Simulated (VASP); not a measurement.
# Cu (Fm-3m) in VASP: further runs

Cu is run at these levels: PBE; tasks: single point.

Everything below comes from runs of VASP 6.6.1. Logs are shortened: lines on timing, memory, paths and dates and some standing lists are left out, and cuts for length are marked.

## Step 1: The cell of the first run

It takes space group Fm-3m (No. 225, cubic). The conventional cell has a = 3.562 Å, b = 3.562 Å, c = 3.562 Å, α = 90.00°, β = 90.00°, γ = 90.00°. Within 3.3 Å of Cu (site symmetry m-3m) lie 12 Cu at 2.52 Å.

## Step 2: Single point, PBE

The input, INCAR:

```
  ALGO = Normal
  EDIFF = 1E-7
  ENCUT = 520
  GGA = PE
  ISIF = 2
  ISMEAR = -5
  LASPH = True
  LCHARG = False
  LREAL = False
  LWAVE = False
  NBANDS = 12
  NELM = 80
  PREC = Accurate
  SIGMA = 0.1
```

The input, KPOINTS:

```
k-points
0
Gamma
  9 9 9
```

The input, POSCAR:

```
Cu
1.0
    0.0000000000      1.7810820000      1.7810820000
    1.7810820000      0.0000000000      1.7810820000
    1.7810820000      1.7810820000      0.0000000000
Cu
1
Direct
    0.0000000000      0.0000000000      0.0000000000
```

Potentials or basis: VASP PAW PBE potentials, release 64 (Cu).

On the command line:

```console
$ cat potpaw_PBE.64/Cu/POTCAR > POTCAR
$ mpirun -np 1 vasp_std > vasp.out
```

OUTCAR:

```text
EDIFF = 1E-7
   ENCUT = 520
   GGA = PE
   ISIF = 2
   ISMEAR = -5
   LASPH = True
   LREAL = False
   NELM = 80
   PREC = Accurate

 ion  position               nearest neighbor table
   1  0.000  0.000  0.000-

  LATTYP: Found a face centered cubic cell.
 ALAT       =     3.5621640000

  Lattice vectors:

 A1 = (   0.0000000000,   1.7810820000,   1.7810820000)
 A2 = (   1.7810820000,   0.0000000000,   1.7810820000)
 A3 = (   1.7810820000,   1.7810820000,   0.0000000000)

Analysis of symmetry for initial positions (statically):
=====================================================================
 Subroutine PRICEL returns:
 Original cell was already a primitive cell.

 Routine SETGRP: Setting up the symmetry group for a
 face centered cubic supercell.

 Subroutine GETGRP returns: Found 48 space group operations
 (whereof 48 operations were pure point group operations)
 out of a pool of 48 trial point group operations.

The static configuration has the point symmetry O_h .

Analysis of symmetry for dynamics (positions and initial velocities):
=====================================================================
 Subroutine PRICEL returns:
 Original cell was already a primitive cell.

 Routine SETGRP: Setting up the symmetry group for a
 face centered cubic supercell.

 Subroutine GETGRP returns: Found 48 space group operations
 (whereof 48 operations were pure point group operations)
 out of a pool of 48 trial point group operations.

The dynamic configuration has the point symmetry O_h .

 Subroutine INISYM returns: Found 48 space group operations
 (whereof 48 operations are pure point group operations),
 and found     1 'primitive' translations

----------------------------------------------------------------------------------------

                                     Primitive cell

  volume of cell :      11.3001

  direct lattice vectors                    reciprocal lattice vectors
     0.000000000  1.781082000  1.781082000    -0.280728231  0.280728231  0.280728231
     1.781082000  0.000000000  1.781082000     0.280728231 -0.280728231  0.280728231
     1.781082000  1.781082000  0.000000000     0.280728231  0.280728231 -0.280728231

  length of vectors
     2.518830320  2.518830320  2.518830320     0.486235560  0.486235560  0.486235560

  position of ions in fractional coordinates (direct lattice)
     0.000000000  0.000000000  0.000000000

  ion indices of the primitive-cell ions
   primitive index   ion index
                 1           1

----------------------------------------------------------------------------------------

 KPOINTS: k-points

Automatic generation of k-mesh.
 Grid dimensions read from file:
 generate k-points for:    9    9    9

 Generating k-lattice:

  Cartesian coordinates                     Fractional coordinates (reciprocal lattice)
    -0.031192026  0.031192026  0.031192026     0.111111111  0.000000000  0.000000000
     0.031192026 -0.031192026  0.031192026     0.000000000  0.111111111  0.000000000
     0.031192026  0.031192026 -0.031192026     0.000000000  0.000000000  0.111111111

  Length of vectors
     0.054026173  0.054026173  0.054026173

  Shift w.r.t. Gamma in fractional coordinates (k-lattice)
     0.000000000  0.000000000  0.000000000

 TETIRR: Found    115 inequivalent tetrahedra from     4374

 Subroutine IBZKPT returns following result:
 ===========================================

 Found     35 irreducible k-points:

 Following reciprocal coordinates:
            Coordinates               Weight
  0.000000  0.000000  0.000000      1.000000
  0.111111  0.000000  0.000000      8.000000
  0.222222  0.000000  0.000000      8.000000
  0.333333  0.000000  0.000000      8.000000
  0.444444  0.000000  0.000000      8.000000
  0.111111  0.111111  0.000000      6.000000
[... 16 lines left out ...]
 -0.333333  0.333333  0.000000     12.000000
  0.444444  0.444444  0.000000      6.000000
 [... further k-points ...]
   k-points           NKPTS =     35   k-points in BZ     NKDIM =     35   number of bands    NBANDS=     12
   number of dos      NEDOS =    301   number of ions     NIONS =      1
   total plane-waves  NPLWV =   8000
   dimension x,y,z NGX =    20 NGY =   20 NGZ =   20
   dimension x,y,z NGXF=    40 NGYF=   40 NGZF=   40
   ions per type =               1
   NGX,Y,Z   is equivalent  to a cutoff of  13.20, 13.20, 13.20 a.u.
   NGXF,Y,Z  is equivalent  to a cutoff of  26.40, 26.40, 26.40 a.u.
 SYSTEM =  unknown system
   PREC   = accura    normal or accurate (medium, high low for compatibility)
   ISTART =      0    job   : 0-new  1-cont  2-samecut
   ICHARG =      2    charge: 1-file 2-atom 10-const
   ISPIN  =      1    spin polarized calculation?
   LNONCOLLINEAR =      F non collinear calculations
   LSORBIT =      F    spin-orbit coupling
   LASPH  =      T    aspherical Exc in radial PAW
   ENCUT  =  520.0 eV  38.22 Ry    6.18 a.u.   4.68  4.68  4.68*2*pi/ulx,y,z
   NELM   =     80;   NELMIN=  2; NELMDL= -5     # of ELM steps
   EDIFF  = 0.1E-06   stopping-criterion for ELM
   LREAL  =      F    real-space projection
   EDIFFG = 0.1E-05   stopping-criterion for IOM
   NSW    =      0    number of steps for IOM
   IBRION =     -1    ionic relax: 0-MD 1-quasi-New 2-CG
   NFREE  =      0    steps in history (QN), initial steepest desc. (CG)
   ISIF   =      2    stress and relaxation
   ISYM   =      2    0-nonsym 1-usesym 2-fastsym
   POTIM  = 0.5000    time-step for ionic-motion
   TEBEG  =    0.0;   TEEND  =   0.0 temperature during run
   PSTRESS=    0.0 pullay stress
   NELECT =      11.0000    total number of electrons
   NUPDOWN=      -1.0000    fix difference up-down
   EMIN   =  10.00;   EMAX   =-10.00  energy-range for DOS
   EFERMI =   0.00;   METHOD = LEGACY
   ISMEAR =    -5;   SIGMA  =   0.10  broadening in eV -4-tet -1-fermi 0-gaus
   EFERMI_NEDOS =   21; number of points for ismear=-14 and -15
   IALGO  =     38    algorithm
   IMIX   =      4    mixing-type and parameters
     AMIX     =   0.40;   BMIX     =  1.00
     AMIX_MAG =   1.60;   BMIX_MAG =  1.00
  volume/ion in A,a.u.               =      11.30        76.26
  Fermi-wavevector in a.u.,A,eV,Ry     =   1.622477  3.066036 35.816395  2.632431
  Thomas-Fermi vector in A             =   2.716084
   LORBIT       =      0    0 simple, 1 ext, 2 COOP (PROOUT), +10 PAW based schemes
   GGA     = PE    functional components
   LHFCALC =     F    Hartree Fock is set to
   AEXX    =    0.0000 exact exchange contribution
   IVDW    =     0    specifies the selected vdW correction
   LEPSILON=     F    determine dielectric tensor
   LRPA    =     F    only Hartree local field effects (RPA)
 non-spin polarized calculation
 Fermi weights with tetrahedron method with Bloechl corrections
  energy-cutoff  :      520.00
  volume of cell :       11.30
 maximum number of plane-waves:       311
   NGX =  9   NGY =  9   NGZ =  9

 number of electron      11.0000013 magnetization

 Free energy of the ion-electron system (eV)
  ---------------------------------------------------
  ext. energy  EPLUGINS =         0.00000000
  ---------------------------------------------------
  free energy    TOTEN  =        -3.71030012 eV

  energy without entropy =       -3.71030012  energy(sigma->0) =       -3.71030012

 E-fermi :   8.2915     XC(G=0): -12.9845

 val. band max:        8.3258401080   @ k =  -0.4444   0.1111   0.0000
 cond. band min:       8.7597728984   @ k =   0.4444   0.4444   0.0000
 fundamental gap:      0.4339327904
 Fermi energy:         8.2914925156

 k-point     1 :       0.0000    0.0000    0.0000
  band No.  band energies     occupation
      1      -1.5472      2.00000
      2       4.9793      2.00000
      3       4.9793      2.00000
      4       4.9793      2.00000
      5       5.8601      2.00000
      6       5.8601      2.00000
      7      31.0925      0.00000
      8      34.0841      0.00000
      9      34.0841      0.00000
     10      34.0841      0.00000
     11      36.6199      0.00000
     12      36.6199      0.00000

 k-point     2 :       0.1111    0.0000    0.0000
  band No.  band energies     occupation
      1      -1.0865      2.00000
      2       4.8831      2.00000
      3       5.0615      2.00000
      4       5.0615      2.00000
      5       5.8318      2.00000
      6       5.8318      2.00000
      7      28.1581      0.00000
      8      31.9030      0.00000
      9      33.0418      0.00000
     10      33.0418      0.00000
     11      38.2302      0.00000
     12      38.2302      0.00000

 k-point     3 :       0.2222    0.0000    0.0000
  band No.  band energies     occupation
      1       0.2150      2.00000
      2       4.7153      2.00000
      3       5.1538      2.00000
      4       5.1538      2.00000
      5       5.8904      2.00000
      6       5.8904      2.00000
      7      22.3650      0.00000
      8      31.2446      0.00000
      9      31.8697      0.00000
     10      31.8697      0.00000
     11      38.0461      0.00000
     12      38.0461      0.00000

 k-point     4 :       0.3333    0.0000    0.0000
  band No.  band energies     occupation
      1       1.9036      2.00000
      2       4.9660      2.00000
      3       5.0640      2.00000
      4       5.0640      2.00000
      5       6.1785      2.00000
      6       6.1785      2.00000
      7      17.0510      0.00000
      8      30.3133      0.00000
      9      31.1856      0.00000
     10      31.1856      0.00000
     11      35.5503      0.00000
     12      35.5504      0.00000

 k-point     5 :       0.4444    0.0000    0.0000
  band No.  band energies     occupation
      1       2.7474      2.00000
      2       4.9581      2.00000
      3       4.9581      2.00000
      4       6.4307      2.00000
      5       6.4307      2.00000
      6       6.4994      2.03458
      7      12.9310      0.00000
      8      29.6546      0.00000
      9      30.9354      0.00000
     10      30.9354      0.00000
     11      34.0654      0.00000
     12      34.0654      0.00000
[... 228 lines left out ...]
      1       3.0996      2.00000
      2       3.7293      2.00000
      3       5.7617      2.00000
      4       6.1222      2.00000
      5       6.5076      2.00000
      6       8.0148      1.09903
      7      19.3495      0.00000
      8      19.7568      0.00000
      9      22.8941      0.00000
     10      27.5136      0.00000
     11      31.7145      0.00000
     12      47.3008      0.00000

 k-point    22 :      -0.4444    0.3333    0.0000
  band No.  band energies     occupation
      1       3.5105      2.00000
      2       3.8347      2.00000
      3       5.3356      2.00000
      4       5.9856      2.00000
      5       6.4881      2.00000
      6      10.9668     -0.05178
      7      15.2366      0.00000
      8      17.4955      0.00000
      9      23.5039      0.00000
     10      27.8834      0.00000
     11      36.5627      0.00000
     12      45.2403      0.00000

 k-point    23 :      -0.3333    0.3333    0.0000
  band No.  band energies     occupation
      1       3.8861      2.00000
      2       4.0549      2.00000
      3       4.8351      2.00000
      4       5.7811      2.00000
      5       6.2549      2.00000
      6      11.5073      0.00000
      7      14.2419      0.00000
      8      16.9671      0.00000
      9      25.2768      0.00000
     10      28.5153      0.00000
     11      42.4533      0.00000
     12      43.2393      0.00000

 k-point    24 :       0.4444    0.4444    0.0000
  band No.  band energies     occupation
      1       2.9968      2.00000
      2       3.5293      2.00000
      3       6.4301      2.00000
      4       6.5548      2.00000
      5       6.5548      2.00000
      6       8.7598      0.23095
      7      16.7249      0.00000
      8      21.8048      0.00000
      9      21.8048      0.00000
     10      26.2432      0.00000
     11      29.2087      0.00000
     12      50.9602      0.00000

 [... further k-points ...]
[... 5 lines left out ...]
  --------------------------------------------------------------------------------------
  -------------------------------------------------------------------------------------
  Total        0.6728459      0.6728459      0.6728459      0.0000000     -0.0000000      0.0000000
  in kB       95.3991317     95.3991317     95.3991317      0.0000000     -0.0000000      0.0000000
  external PRESSURE =      95.3991317 kB  Pullay stress =       0.0000000 kB

 VOLUME and BASIS-vectors are now :
 -----------------------------------------------------------------------------
  energy-cutoff  :      520.00
  volume of cell :       11.30
      direct lattice vectors                 reciprocal lattice vectors
     0.000000000  1.781082000  1.781082000    -0.280728231  0.280728231  0.280728231
     1.781082000  0.000000000  1.781082000     0.280728231 -0.280728231  0.280728231
     1.781082000  1.781082000  0.000000000     0.280728231  0.280728231 -0.280728231

 POSITION                                       TOTAL-FORCE (eV/Angst)
 -----------------------------------------------------------------------------------
      0.00000      0.00000      0.00000         0.000000      0.000000      0.000000
 -----------------------------------------------------------------------------------
    total drift:                               -0.000000     -0.000000     -0.000000

  FREE ENERGIE OF THE ION-ELECTRON SYSTEM (eV)
  ---------------------------------------------------
  free  energy   TOTEN  =        -3.7103001151 eV

  energy  without entropy=       -3.7103001151  energy(sigma->0) =       -3.71030012
```

Wall time 5 s (1 thread of AMD EPYC 7R13 (Zen 3), shared host); peak memory 0.09 GiB.

What came out:

- Free energy: -3.7103 eV
- Pressure: 9.5 GPa

Caveat: tetrahedron occupations give inexact forces and stress in metals.

## Step 3: Single point, PBE

The input, INCAR:

```
  ALGO = Normal
  EDIFF = 1E-6
  ENCUT = 600
  GGA = PE
  GGA_COMPAT = F
  ISIF = 2
  ISMEAR = 1
  LASPH = T
  LCHARG = F
  LREAL = F
  LWAVE = F
  NBANDS = 12
  NELM = 120
  PREC = Accurate
  SIGMA = 0.0584
```

KPOINTS is that of step 2.

POSCAR is that of step 2.

Potentials or basis: VASP PAW PBE potentials, release 64 (Cu).

On the command line:

```console
$ cat potpaw_PBE.64/Cu/POTCAR > POTCAR
$ mpirun -np 1 vasp_std > vasp.out
```

Wall time 11 s (1 thread of Intel Xeon 8259CL, shared host); peak memory 0.12 GiB.

The run converged. Its results:

```
Free energy : -3.7207 eV
Pressure    : 9.8 GPa
```

Levels at points of the mesh, in eV from the Fermi level:
```tsv
k point	band 2	band 3	band 4	band 5	band 6	band 7	band 8	band 9	band 10	band 11
(0.00, 0.00, 0.00)	-3.30	-3.30	-3.30	-2.42	-2.42	22.80	25.79	25.79	25.79	28.33
```

[end of part 1 of 2]
